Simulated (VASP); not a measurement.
# MoS2 (R-3m) in VASP: further runs

Runs on MoS2. Level: r2SCAN+U. Tasks: single point.

All numbers are computed with VASP 6.6.1; they aren't measurements. Logs are shortened: lines on timing, memory, paths and dates and some standing lists are left out, and cuts for length are marked.

## (1) The cell of the first run

It takes space group R-3m (No. 166, trigonal). The conventional cell has a = 3.171 Å, b = 3.171 Å, c = 18.345 Å, α = 90.00°, β = 90.00°, γ = 120.00°. Mo (site symmetry -3m) has 6 S at 2.39 Å and 6 Mo at 3.17 Å within 3.2 Å. S (site symmetry 3m) has 3 Mo at 2.39 Å and 6 S at 3.17 Å within 3.2 Å.

## (2) Single point, r2SCAN+U, collinear spin

The input, POSCAR:

```
MoS2
1.0
    1.5855002900      0.9153890200      6.1149982500
   -1.5855002900      0.9153890200      6.1149982500
    0.0000000000     -1.8307780400      6.1149982500
Mo S
1 2
Direct
    0.0000000000      0.0000000000      0.0000000000
    0.7500000000      0.7500000000      0.7500000000
    0.2500000000      0.2500000000      0.2500000000
```

The input, INCAR.step1:

```
SYSTEM = MoS2
  PREC = Accurate
  ENCUT = 520
  ISMEAR = 0
  SIGMA = 0.05
  LREAL = .FALSE.
  LASPH = .TRUE.
  NELM = 150
  ISPIN = 2
  MAGMOM = 2 0 0
  LMAXMIX = 4
  LDAU = .TRUE.
  LDAUTYPE = 2
  LDAUL = 2 -1
  LDAUU = 4 0
  LDAUJ = 0 0
  NBANDS = 24
  GGA = PE
  ALGO = Normal
  EDIFF = 1E-4
  LWAVE = .TRUE.
  LCHARG = .FALSE.
```

The input, INCAR.step2:

```
SYSTEM = MoS2
  PREC = Accurate
  ENCUT = 520
  EDIFF = 1E-6
  ISMEAR = 0
  SIGMA = 0.05
  LREAL = .FALSE.
  LASPH = .TRUE.
  NELM = 150
  ALGO = Normal
  ISIF = 2
  LWAVE = .FALSE.
  LCHARG = .TRUE.
  ISPIN = 2
  MAGMOM = 2 0 0
  LORBIT = 11
  LMAXMIX = 4
  LDAU = .TRUE.
  LDAUTYPE = 2
  LDAUL = 2 -1
  LDAUU = 4 0
  LDAUJ = 0 0
  LDAUPRINT = 1
  METAGGA = R2SCAN
  LMIXTAU = .TRUE.
  LELF = .TRUE.
  LVHAR = .TRUE.
  NBANDS = 24
  ISTART = 1
```

The input, KPOINTS:

```
Automatic mesh
0
G
  7 7 7
  0 0 0
```

Potentials or basis: VASP PAW PBE potentials, release 64 (Mo_sv, S).

Launch:

```sh
> cat potpaw_PBE.64/Mo_sv/POTCAR potpaw_PBE.64/S/POTCAR > POTCAR
> cp INCAR.step1 INCAR
> mpirun -np 1 vasp_std > vasp.out
> cp INCAR.step2 INCAR
> mpirun -np 1 vasp_std > vasp.out
```

OUTCAR:

```text
SYSTEM = MoS2
   PREC = Accurate
   ENCUT = 520
   EDIFF = 1E-6
   ISMEAR = 0
   LREAL = .FALSE.
   LASPH = .TRUE.
   NELM = 150
   ISIF = 2
   ISPIN = 2
   LORBIT = 11
   METAGGA = R2SCAN
   ISTART = 1

 ion  position               nearest neighbor table
   1  0.000  0.000  0.000-   2 2.39   2 2.39   3 2.39   3 2.39   2 2.39   3 2.39
   2  0.750  0.750  0.750-   1 2.39   1 2.39   1 2.39
   3  0.250  0.250  0.250-   1 2.39   1 2.39   1 2.39

  LATTYP: Found a trigonal (rhomboedric) cell.
 ALAT       =     6.3831772516
 COS(alpha) =     0.8766074785

  Lattice vectors:

 A1 = (   1.5855002900,   0.9153890200,   6.1149982500)
 A2 = (  -1.5855002900,   0.9153890200,   6.1149982500)
 A3 = (   0.0000000000,  -1.8307780400,   6.1149982500)

Analysis of symmetry for initial positions (statically):
=====================================================================
 Subroutine PRICEL returns:
 Original cell was already a primitive cell.

 Routine SETGRP: Setting up the symmetry group for a
 trigonal (rhombohedral) supercell.

 Subroutine GETGRP returns: Found 12 space group operations
 (whereof 12 operations were pure point group operations)
 out of a pool of 12 trial point group operations.

The static configuration has the point symmetry D_3d.

Analysis of symmetry for dynamics (positions and initial velocities):
=====================================================================
 Subroutine PRICEL returns:
 Original cell was already a primitive cell.

 Routine SETGRP: Setting up the symmetry group for a
 trigonal (rhombohedral) supercell.

 Subroutine GETGRP returns: Found 12 space group operations
 (whereof 12 operations were pure point group operations)
 out of a pool of 12 trial point group operations.

The dynamic configuration has the point symmetry D_3d.

Analysis of structural, dynamic, and magnetic symmetry:
=====================================================================
 Subroutine PRICEL returns:
 Original cell was already a primitive cell.

 Routine SETGRP: Setting up the symmetry group for a
 trigonal (rhombohedral) supercell.

 Subroutine GETGRP returns: Found 12 space group operations
 (whereof 12 operations were pure point group operations)
 out of a pool of 12 trial point group operations.

The overall configuration has the point symmetry D_3d.

 Subroutine INISYM returns: Found 12 space group operations
 (whereof 12 operations are pure point group operations),
 and found     1 'primitive' translations

----------------------------------------------------------------------------------------

                                     Primitive cell

  volume of cell :      53.2500

  direct lattice vectors                    reciprocal lattice vectors
     1.585500290  0.915389020  6.114998250     0.315357874  0.182071953  0.054510781
    -1.585500290  0.915389020  6.114998250    -0.315357874  0.182071953  0.054510781
     0.000000000 -1.830778040  6.114998250     0.000000000 -0.364143906  0.054510781

  length of vectors
     6.383177252  6.383177252  6.383177252     0.368201317  0.368201317  0.368201317

  position of ions in fractional coordinates (direct lattice)
     0.000000000  0.000000000  0.000000000
     0.750000000  0.750000000  0.750000000
     0.250000000  0.250000000  0.250000000

  ion indices of the primitive-cell ions
   primitive index   ion index
                 1           1
                 2           2
                 3           3

----------------------------------------------------------------------------------------

 KPOINTS: Automatic mesh

Automatic generation of k-mesh.
 Grid dimensions read from file:
 generate k-points for:    7    7    7

 Generating k-lattice:

  Cartesian coordinates                     Fractional coordinates (reciprocal lattice)
     0.045051125  0.026010279  0.007787254     0.142857143 -0.000000000  0.000000000
    -0.045051125  0.026010279  0.007787254    -0.000000000  0.142857143  0.000000000
     0.000000000 -0.052020558  0.007787254     0.000000000  0.000000000  0.142857143

  Length of vectors
     0.052600188  0.052600188  0.052600188

  Shift w.r.t. Gamma in fractional coordinates (k-lattice)
     0.000000000  0.000000000  0.000000000

 Subroutine IBZKPT returns following result:
 ===========================================

 Found     44 irreducible k-points:

 Following reciprocal coordinates:
            Coordinates               Weight
  0.000000  0.000000  0.000000      1.000000
  0.142857  0.000000  0.000000      6.000000
  0.285714  0.000000  0.000000      6.000000
  0.428571  0.000000 -0.000000      6.000000
  0.142857  0.142857  0.000000      6.000000
  0.285714  0.142857  0.000000     12.000000
[... 16 lines left out ...]
  0.285714  0.285714  0.142857      6.000000
  0.428571  0.285714  0.142857     12.000000
 [... further k-points ...]
   k-points           NKPTS =     44   k-points in BZ     NKDIM =     44   number of bands    NBANDS=     24
   number of dos      NEDOS =    301   number of ions     NIONS =      3
   total plane-waves  NPLWV = 110592
   dimension x,y,z NGX =    48 NGY =   48 NGZ =   48
   dimension x,y,z NGXF=    96 NGYF=   96 NGZF=   96
   ions per type =               1   2
   NGX,Y,Z   is equivalent  to a cutoff of  12.50, 12.50, 12.50 a.u.
   NGXF,Y,Z  is equivalent  to a cutoff of  25.00, 25.00, 25.00 a.u.
 SYSTEM =  MoS2
   PREC   = accura    normal or accurate (medium, high low for compatibility)
   ISTART =      1    job   : 0-new  1-cont  2-samecut
   ICHARG =      0    charge: 1-file 2-atom 10-const
   ISPIN  =      2    spin polarized calculation?
   LNONCOLLINEAR =      F non collinear calculations
   LSORBIT =      F    spin-orbit coupling
   LASPH  =      T    aspherical Exc in radial PAW
   ENCUT  =  520.0 eV  38.22 Ry    6.18 a.u.  11.87 11.87 11.87*2*pi/ulx,y,z
   NELM   =    150;   NELMIN=  2; NELMDL=  0     # of ELM steps
   EDIFF  = 0.1E-05   stopping-criterion for ELM
   LREAL  =      F    real-space projection
   EDIFFG = 0.1E-04   stopping-criterion for IOM
   NSW    =      0    number of steps for IOM
   IBRION =     -1    ionic relax: 0-MD 1-quasi-New 2-CG
   NFREE  =      0    steps in history (QN), initial steepest desc. (CG)
   ISIF   =      2    stress and relaxation
   ISYM   =      2    0-nonsym 1-usesym 2-fastsym
   POTIM  = 0.5000    time-step for ionic-motion
   TEBEG  =    0.0;   TEEND  =   0.0 temperature during run
   PSTRESS=    0.0 pullay stress
   NELECT =      26.0000    total number of electrons
   NUPDOWN=      -1.0000    fix difference up-down
   EMIN   =  10.00;   EMAX   =-10.00  energy-range for DOS
   EFERMI =   0.00;   METHOD = LEGACY
   ISMEAR =     0;   SIGMA  =   0.05  broadening in eV -4-tet -1-fermi 0-gaus
   EFERMI_NEDOS =   21; number of points for ismear=-14 and -15
   IALGO  =     38    algorithm
   IMIX   =      4    mixing-type and parameters
     AMIX     =   0.40;   BMIX     =  1.00
     AMIX_MAG =   1.60;   BMIX_MAG =  1.00
  volume/ion in A,a.u.               =      17.75       119.78
  Fermi-wavevector in a.u.,A,eV,Ry     =   1.289118  2.436080 22.610512  1.661826
  Thomas-Fermi vector in A             =   2.421031
   LORBIT       =     11    0 simple, 1 ext, 2 COOP (PROOUT), +10 PAW based schemes
 LDA+U is selected, type is set to LDAUTYPE =  2
   angular momentum for each species LDAUL =     2   -1
   U (eV)           for each species LDAUU =   4.0  0.0
   J (eV)           for each species LDAUJ =   0.0  0.0
   METAGGA = R2SCAN    functional components
   LHFCALC =     F    Hartree Fock is set to
   AEXX    =    0.0000 exact exchange contribution
   IVDW    =     0    specifies the selected vdW correction
   LEPSILON=     F    determine dielectric tensor
   LRPA    =     F    only Hartree local field effects (RPA)
 spin polarized calculation
 Gauss-broadening in eV      SIGMA  =   0.05
  energy-cutoff  :      520.00
  volume of cell :       53.25
 maximum number of plane-waves:      1447
   NGX = 23   NGY = 23   NGZ = 23

atom =   1  type =  1  l = 2

 onsite density matrix

spin component  1

  0.4009  0.0000  0.0000 -0.0535  0.0000
  0.0000  0.4631 -0.0000 -0.0000 -0.0535
  0.0000 -0.0000  0.2958  0.0000  0.0000
 -0.0535 -0.0000  0.0000  0.4631  0.0000
  0.0000 -0.0535  0.0000  0.0000  0.4009

spin component  2

  0.3069  0.0000 -0.0000  0.0223  0.0000
  0.0000  0.3969  0.0000 -0.0000  0.0223
 -0.0000  0.0000  0.4520  0.0000  0.0000
  0.0223 -0.0000  0.0000  0.3969  0.0000
  0.0000  0.0223  0.0000  0.0000  0.3069

 occupancies and eigenvectors

  o =  0.2958  v =  0.0000 -0.0000  1.0000  0.0000 -0.0000  0.0000  0.0000  0.0000  0.0000  0.0000      0.0000  0.0000  0.0000  0.0000  0.0000  0.0000  0.0000  0.0000  0.0000  0.0000
  o =  0.3017  v =  0.0000  0.0000  0.0000  0.0000  0.0000 -0.9737  0.0000 -0.0000  0.2278  0.0000      0.0000  0.0000  0.0000  0.0000  0.0000  0.0000  0.0000  0.0000  0.0000  0.0000
  o =  0.3017  v =  0.0000  0.0000  0.0000  0.0000  0.0000  0.0000 -0.2278 -0.0000 -0.0000  0.9737      0.0000  0.0000  0.0000  0.0000  0.0000  0.0000  0.0000  0.0000  0.0000  0.0000
  o =  0.3701  v = -0.8668  0.0000  0.0000 -0.4986  0.0000  0.0000  0.0000  0.0000  0.0000  0.0000      0.0000  0.0000  0.0000  0.0000  0.0000  0.0000  0.0000  0.0000  0.0000  0.0000
  o =  0.3701  v =  0.0000 -0.4986 -0.0000 -0.0000 -0.8668  0.0000  0.0000  0.0000  0.0000  0.0000      0.0000  0.0000  0.0000  0.0000  0.0000  0.0000  0.0000  0.0000  0.0000  0.0000
  o =  0.4021  v =  0.0000  0.0000  0.0000  0.0000  0.0000 -0.2278  0.0000  0.0000 -0.9737 -0.0000      0.0000  0.0000  0.0000  0.0000  0.0000  0.0000  0.0000  0.0000  0.0000  0.0000
  o =  0.4021  v =  0.0000  0.0000  0.0000  0.0000  0.0000  0.0000  0.9737 -0.0000  0.0000  0.2278      0.0000  0.0000  0.0000  0.0000  0.0000  0.0000  0.0000  0.0000  0.0000  0.0000
  o =  0.4520  v =  0.0000  0.0000  0.0000  0.0000  0.0000  0.0000 -0.0000 -1.0000 -0.0000 -0.0000      0.0000  0.0000  0.0000  0.0000  0.0000  0.0000  0.0000  0.0000  0.0000  0.0000
  o =  0.4938  v = -0.4986  0.0000 -0.0000  0.8668 -0.0000  0.0000  0.0000  0.0000  0.0000  0.0000      0.0000  0.0000  0.0000  0.0000  0.0000  0.0000  0.0000  0.0000  0.0000  0.0000
  o =  0.4938  v =  0.0000 -0.8668  0.0000  0.0000  0.4986  0.0000  0.0000  0.0000  0.0000  0.0000      0.0000  0.0000  0.0000  0.0000  0.0000  0.0000  0.0000  0.0000  0.0000  0.0000

 number of electron      25.9999998 magnetization       0.1628799

 Free energy of the ion-electron system (eV)
  ---------------------------------------------------
  ext. energy  EPLUGINS =         0.00000000
  ---------------------------------------------------
  free energy    TOTEN  =       -39.36419382 eV

  energy without entropy =      -39.36285067  energy(sigma->0) =      -39.36352225

 E-fermi :   7.8901     XC(G=0): -11.5039

 val. band max:        7.8534920025   @ k =   0.2857   0.2857   0.2857
 cond. band min:       7.8955972724   @ k =   0.1429   0.0000   0.0000
 fundamental gap:      0.0421052699
 Fermi energy:         7.8901245275

 spin component 1

 k-point     1 :       0.0000    0.0000    0.0000
  band No.  band energies     occupation
      1     -56.4581      1.00000
      2     -29.7731      1.00000
      3     -29.7731      1.00000
      4     -29.6795      1.00000
      5      -8.1909      1.00000
      6      -6.4602      1.00000
[... 16 lines left out ...]
     23      20.9269      0.00000
     24      20.9929      0.00000
[... 1252 lines left out ...]
      4     -29.5689      1.00000
      5      -7.1258      1.00000
      6      -6.4579      1.00000
[... 16 lines left out ...]
     23      19.3032      0.00000
     24      20.4373      0.00000

 [... further k-points ...]

------------------------ aborting loop because EDIFF is reached ----------------------------------------

  FORCE on cell =-STRESS in cart. coord.  units (eV):
  Direction    XX          YY          ZZ          XY          YZ          ZX
  --------------------------------------------------------------------------------------
  -------------------------------------------------------------------------------------
  Total        3.4366340      3.4366340      3.4921797     -0.0000000      0.0000000      0.0000000
  in kB      103.4008846    103.4008847    105.0721353     -0.0000000      0.0000000      0.0000000
  external PRESSURE =     103.9579682 kB  Pullay stress =       0.0000000 kB

 VOLUME and BASIS-vectors are now :
 -----------------------------------------------------------------------------
  energy-cutoff  :      520.00
  volume of cell :       53.25
      direct lattice vectors                 reciprocal lattice vectors
     1.585500290  0.915389020  6.114998250     0.315357874  0.182071953  0.054510781
    -1.585500290  0.915389020  6.114998250    -0.315357874  0.182071953  0.054510781
     0.000000000 -1.830778040  6.114998250     0.000000000 -0.364143906  0.054510781

 POSITION                                       TOTAL-FORCE (eV/Angst)
 -----------------------------------------------------------------------------------
      0.00000      0.00000      0.00000         0.000000     -0.000000     -0.000000
      0.00000      0.00000     13.75875         0.000000      0.000000      1.048085
      0.00000      0.00000      4.58625         0.000000      0.000000     -1.048085
 -----------------------------------------------------------------------------------
    total drift:                               -0.000000     -0.000000      0.000000

  FREE ENERGIE OF THE ION-ELECTRON SYSTEM (eV)
  ---------------------------------------------------
  free  energy   TOTEN  =       -39.3641938178 eV

  energy  without entropy=      -39.3628506727  energy(sigma->0) =      -39.36352225

 total charge

# of ion       s       p       d       tot
------------------------------------------
    1        2.304   6.243   3.831  12.378
    2        1.358   2.386   0.000   3.744
    3        1.358   2.386   0.000   3.744
--------------------------------------------------
tot          5.020  11.015   3.831  19.866

 magnetization (x)

# of ion       s       p       d       tot
------------------------------------------
    1        0.003   0.000   0.163   0.166
    2        0.000  -0.008   0.000  -0.007
    3        0.000  -0.008   0.000  -0.007
--------------------------------------------------
tot          0.003  -0.015   0.163   0.151
```

Run time: 18 min. Hardware: 1 thread of AMD EPYC 9R45 (Zen 5), shared host; peak memory 0.47 GiB.

Results:

```
Free energy                                           : -39.3642 eV
Pressure                                              : 10.4 GPa
Largest force                                         : 1.048 eV/Å
Net moment                                            : 0.16 μB per cell
Site moments                                          : Mo +0.17; S -0.01 μB
Valence electrons inside the program's atomic spheres : Mo 12.38; S 3.74
```

Forces on the atoms (eV/Å):
```
Mo   0.000  0.000  0.000
S    0.000  0.000  1.048
S    0.000  0.000 -1.048
```

Stress tensor (GPa, compression positive):
```
10.34  0.00  0.00
 0.00 10.34  0.00
 0.00  0.00 10.51
```

Eigenvalues of the final occupation matrices:
| site | spin | trace | eigenvalues |
| --- | --- | --- | --- |
| site 1 d | 1 | 2.02 | 0.30 0.37 0.37 0.49 0.49 |
| site 1 d | 2 | 1.86 | 0.30 0.30 0.40 0.40 0.45 |

Caveat: the cell stands under pressure; a moment this small can come from the mesh or the smearing; the PAW data sets were made with another functional, which shifts forces and pressure a little.

(Continued in part 2 of 2.)
